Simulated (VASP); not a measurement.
# BN (F-43m) in VASP: notebook

BN is run at these levels: LDA; tasks: electric field gradients.

Everything below comes from runs of VASP 6.6.1. Logs are shortened: lines on timing, memory, paths and dates and some standing lists are left out, and cuts for length are marked.

### 1 The cell of the first run

Symmetry: F-43m, No. 216, cubic system. The conventional cell has a = 3.591 Å, b = 3.591 Å, c = 3.591 Å, α = 90.00°, β = 90.00°, γ = 90.00°. Within 2.1 Å of B (site symmetry -43m) lie 4 N at 1.55 Å. N (site symmetry -43m) has 4 B at 1.55 Å within 2.1 Å.

### 2 Electric field gradients, LDA (volume scaled by 0.98)

File INCAR:

```
PREC = Accurate
ENCUT = 520
EDIFF = 1E-8
ISMEAR = -1
SIGMA = 0.02
LREAL = F
LASPH = T
NELM = 60
ALGO = Normal
ISIF = 2
LWAVE = F
LCHARG = F
GGA = CA
LEFG = T
NBANDS = 11
```

File KPOINTS:

```
regular mesh
0
Gamma
  11 11 11
```

File POSCAR:

```
BN
1.0
    0.0000000000      1.7953687620      1.7953687620
    1.7953687620      0.0000000000      1.7953687620
    1.7953687620      1.7953687620      0.0000000000
B N
1 1
Direct
    0.0000000000      0.0000000000      0.0000000000
    0.7500000000      0.7500000000      0.7500000000
```

Potentials or basis: VASP PAW LDA potentials, release 64 (B, N).

Started as:

```
> cat potpaw_LDA.64/B/POTCAR potpaw_LDA.64/N/POTCAR > POTCAR
> mpirun -np 1 vasp_std > vasp.out
```

OUTCAR:

```text
PREC = Accurate
   ENCUT = 520
   EDIFF = 1E-8
   ISMEAR = -1
   LREAL = F
   LASPH = T
   NELM = 60
   ISIF = 2
   GGA = CA

 ion  position               nearest neighbor table
   1  0.000  0.000  0.000-   2 1.55   2 1.55   2 1.55   2 1.55
   2  0.750  0.750  0.750-   1 1.55   1 1.55   1 1.55   1 1.55

  LATTYP: Found a face centered cubic cell.
 ALAT       =     3.5907375240

  Lattice vectors:

 A1 = (   0.0000000000,   1.7953687620,   1.7953687620)
 A2 = (   1.7953687620,   0.0000000000,   1.7953687620)
 A3 = (   1.7953687620,   1.7953687620,   0.0000000000)

Analysis of symmetry for initial positions (statically):
=====================================================================
 Subroutine PRICEL returns:
 Original cell was already a primitive cell.

 Routine SETGRP: Setting up the symmetry group for a
 face centered cubic supercell.

 Subroutine GETGRP returns: Found 24 space group operations
 (whereof 24 operations were pure point group operations)
 out of a pool of 48 trial point group operations.

The static configuration has the point symmetry T_d .

Analysis of symmetry for dynamics (positions and initial velocities):
=====================================================================
 Subroutine PRICEL returns:
 Original cell was already a primitive cell.

 Routine SETGRP: Setting up the symmetry group for a
 face centered cubic supercell.

 Subroutine GETGRP returns: Found 24 space group operations
 (whereof 24 operations were pure point group operations)
 out of a pool of 48 trial point group operations.

The dynamic configuration has the point symmetry T_d .

 Subroutine INISYM returns: Found 24 space group operations
 (whereof 24 operations are pure point group operations),
 and found     1 'primitive' translations

----------------------------------------------------------------------------------------

                                     Primitive cell

  volume of cell :      11.5742

  direct lattice vectors                    reciprocal lattice vectors
     0.000000000  1.795368762  1.795368762    -0.278494319  0.278494319  0.278494319
     1.795368762  0.000000000  1.795368762     0.278494319 -0.278494319  0.278494319
     1.795368762  1.795368762  0.000000000     0.278494319  0.278494319 -0.278494319

  length of vectors
     2.539034853  2.539034853  2.539034853     0.482366309  0.482366309  0.482366309

  position of ions in fractional coordinates (direct lattice)
     0.000000000  0.000000000  0.000000000
     0.750000000  0.750000000  0.750000000

  ion indices of the primitive-cell ions
   primitive index   ion index
                 1           1
                 2           2

----------------------------------------------------------------------------------------

 KPOINTS: regular mesh

Automatic generation of k-mesh.
 Grid dimensions read from file:
 generate k-points for:   11   11   11

 Generating k-lattice:

  Cartesian coordinates                     Fractional coordinates (reciprocal lattice)
    -0.025317665  0.025317665  0.025317665     0.090909091  0.000000000  0.000000000
     0.025317665 -0.025317665  0.025317665     0.000000000  0.090909091  0.000000000
     0.025317665  0.025317665 -0.025317665     0.000000000  0.000000000  0.090909091

  Length of vectors
     0.043851483  0.043851483  0.043851483

  Shift w.r.t. Gamma in fractional coordinates (k-lattice)
     0.000000000  0.000000000  0.000000000

 Subroutine IBZKPT returns following result:
 ===========================================

 Found     56 irreducible k-points:

 Following reciprocal coordinates:
            Coordinates               Weight
  0.000000  0.000000  0.000000      1.000000
  0.090909  0.000000  0.000000      8.000000
  0.181818  0.000000  0.000000      8.000000
  0.272727  0.000000  0.000000      8.000000
  0.363636  0.000000  0.000000      8.000000
  0.454545  0.000000  0.000000      8.000000
[... 16 lines left out ...]
 -0.272727  0.181818  0.000000     24.000000
 -0.181818  0.181818  0.000000     12.000000
 [... further k-points ...]
   k-points           NKPTS =     56   k-points in BZ     NKDIM =     56   number of bands    NBANDS=     11
   number of dos      NEDOS =    301   number of ions     NIONS =      2
   total plane-waves  NPLWV =   8000
   dimension x,y,z NGX =    20 NGY =   20 NGZ =   20
   dimension x,y,z NGXF=    40 NGYF=   40 NGZF=   40
   ions per type =               1   1
   NGX,Y,Z   is equivalent  to a cutoff of  13.10, 13.10, 13.10 a.u.
   NGXF,Y,Z  is equivalent  to a cutoff of  26.19, 26.19, 26.19 a.u.
 SYSTEM =  unknown system
   PREC   = accura    normal or accurate (medium, high low for compatibility)
   ISTART =      0    job   : 0-new  1-cont  2-samecut
   ICHARG =      2    charge: 1-file 2-atom 10-const
   ISPIN  =      1    spin polarized calculation?
   LNONCOLLINEAR =      F non collinear calculations
   LSORBIT =      F    spin-orbit coupling
   LASPH  =      T    aspherical Exc in radial PAW
   ENCUT  =  520.0 eV  38.22 Ry    6.18 a.u.   4.72  4.72  4.72*2*pi/ulx,y,z
   NELM   =     60;   NELMIN=  2; NELMDL= -5     # of ELM steps
   EDIFF  = 0.1E-07   stopping-criterion for ELM
   LREAL  =      F    real-space projection
   EDIFFG = 0.1E-06   stopping-criterion for IOM
   NSW    =      0    number of steps for IOM
   IBRION =     -1    ionic relax: 0-MD 1-quasi-New 2-CG
   NFREE  =      0    steps in history (QN), initial steepest desc. (CG)
   ISIF   =      2    stress and relaxation
   ISYM   =      2    0-nonsym 1-usesym 2-fastsym
   POTIM  = 0.5000    time-step for ionic-motion
   TEBEG  =    0.0;   TEEND  =   0.0 temperature during run
   PSTRESS=    0.0 pullay stress
   NELECT =       8.0000    total number of electrons
   NUPDOWN=      -1.0000    fix difference up-down
   EMIN   =  10.00;   EMAX   =-10.00  energy-range for DOS
   EFERMI =   0.00;   METHOD = LEGACY
   ISMEAR =    -1;   SIGMA  =   0.02  broadening in eV -4-tet -1-fermi 0-gaus
   EFERMI_NEDOS =   21; number of points for ismear=-14 and -15
   IALGO  =     38    algorithm
   IMIX   =      4    mixing-type and parameters
     AMIX     =   0.40;   BMIX     =  1.00
     AMIX_MAG =   1.60;   BMIX_MAG =  1.00
  volume/ion in A,a.u.               =       5.79        39.05
  Fermi-wavevector in a.u.,A,eV,Ry     =   1.447464  2.735311 28.506282  2.095153
  Thomas-Fermi vector in A             =   2.565416
   LORBIT       =      0    0 simple, 1 ext, 2 COOP (PROOUT), +10 PAW based schemes
   GGA     = CA    functional components
   LHFCALC =     F    Hartree Fock is set to
   AEXX    =    0.0000 exact exchange contribution
   IVDW    =     0    specifies the selected vdW correction
   LEPSILON=     F    determine dielectric tensor
   LRPA    =     F    only Hartree local field effects (RPA)
 non-spin polarized calculation
  energy-cutoff  :      520.00
  volume of cell :       11.57
 maximum number of plane-waves:       331
   NGX =  9   NGY =  9   NGZ =  9

 number of electron       7.9999999 magnetization

 Free energy of the ion-electron system (eV)
  ---------------------------------------------------
  ext. energy  EPLUGINS =         0.00000000
  ---------------------------------------------------
  free energy    TOTEN  =       -19.41348727 eV

  energy without entropy =      -19.41348727  energy(sigma->0) =      -19.41348727

 E-fermi :   8.1827     XC(G=0): -13.2021

 val. band max:        7.6440456023   @ k =   0.0000   0.0000   0.0000
 cond. band min:      12.1177852681   @ k =   0.4545   0.4545   0.0000
 fundamental gap:      4.4737396658
 Fermi energy:         8.1827029215

 k-point     1 :       0.0000    0.0000    0.0000
  band No.  band energies     occupation
      1     -12.6563      2.00000
      2       7.6440      2.00000
      3       7.6440      2.00000
      4       7.6440      2.00000
      5      16.4221      0.00000
      6      16.4221      0.00000
      7      16.4221      0.00000
      8      18.4137      0.00000
      9      32.5167      0.00000
     10      35.6810      0.00000
     11      35.6810      0.00000
[... 309 lines left out ...]
 k-point    24 :      -0.1818    0.1818    0.0000
  band No.  band energies     occupation
      1     -10.5477      2.00000
      2       2.0576      2.00000
      3       3.8064      2.00000
      4       6.5741      2.00000
      5      18.2287      0.00000
      6      18.3918      0.00000
      7      18.7685      0.00000
      8      21.3453      0.00000
      9      28.9379      0.00000
     10      29.8893      0.00000
     11      34.6623      0.00000

 [... further k-points ...]

------------------------ aborting loop because EDIFF is reached ----------------------------------------

  FORCE on cell =-STRESS in cart. coord.  units (eV):
  Direction    XX          YY          ZZ          XY          YZ          ZX
  --------------------------------------------------------------------------------------
  -------------------------------------------------------------------------------------
  Total       -0.1750469     -0.1750469     -0.1750469      0.0000000      0.0000000      0.0000000
  in kB      -24.2311460    -24.2311460    -24.2311460      0.0000000      0.0000000      0.0000000
  external PRESSURE =     -24.2311460 kB  Pullay stress =       0.0000000 kB

 VOLUME and BASIS-vectors are now :
 -----------------------------------------------------------------------------
  energy-cutoff  :      520.00
  volume of cell :       11.57
      direct lattice vectors                 reciprocal lattice vectors
     0.000000000  1.795368762  1.795368762    -0.278494319  0.278494319  0.278494319
     1.795368762  0.000000000  1.795368762     0.278494319 -0.278494319  0.278494319
     1.795368762  1.795368762  0.000000000     0.278494319  0.278494319 -0.278494319

 POSITION                                       TOTAL-FORCE (eV/Angst)
 -----------------------------------------------------------------------------------
      0.00000      0.00000      0.00000        -0.000000     -0.000000     -0.000000
      2.69305      2.69305      2.69305         0.000000      0.000000      0.000000
 -----------------------------------------------------------------------------------
    total drift:                                0.000000      0.000000      0.000000

  FREE ENERGIE OF THE ION-ELECTRON SYSTEM (eV)
  ---------------------------------------------------
  free  energy   TOTEN  =       -19.4134872712 eV

  energy  without entropy=      -19.4134872712  energy(sigma->0) =      -19.41348727

 Electric field gradients (V/A^2)
---------------------------------------------------------------------
 ion       V_xx      V_yy      V_zz      V_xy      V_xz      V_yz
---------------------------------------------------------------------
   1      -0.000    -0.000     0.000     0.000     0.000     0.000
   2      -0.000    -0.000     0.000    -0.000    -0.000    -0.000
---------------------------------------------------------------------

 Electric field gradients after diagonalization (V/A^2)
 (convention: |V_zz| > |V_xx| > |V_yy|)
----------------------------------------------------------------------
 ion       V_xx      V_yy      V_zz     asymmetry (V_yy - V_xx)/ V_zz
----------------------------------------------------------------------
   1      -0.000    -0.000     0.000       0.000
   2       0.000     0.000    -0.001       0.000
----------------------------------------------------------------------

           NMR quadrupolar parameters

 Cq : quadrupolar parameter    Cq=e*Q*V_zz/h
 eta: asymmetry parameters     (V_yy - V_xx)/ V_zz
 Q  : nuclear electric quadrupole moment in mb (millibarn)
----------------------------------------------------------------------
 ion       Cq(MHz)       eta       Q (mb)
----------------------------------------------------------------------
   1       0.000       0.000       1.000
   2      -0.000       0.000       1.000
----------------------------------------------------------------------
```

Wall time 3.3 s (1 thread of Intel Xeon 6975P-C (Granite Rapids), shared host); peak memory 0.11 GiB.

Results:

| Quantity | Value |
| --- | --- |
| Free energy | -19.4135 eV |
| Pressure | -2.4 GPa |
| Band gap on the k mesh | 4.47 eV, indirect (least direct gap 8.78 eV) |

Caveat: without QUAD_EFG the Cq values of the log hold for a quadrupole moment of 1 mb, not for the nuclei.

(Continued in part 2 of 2.)
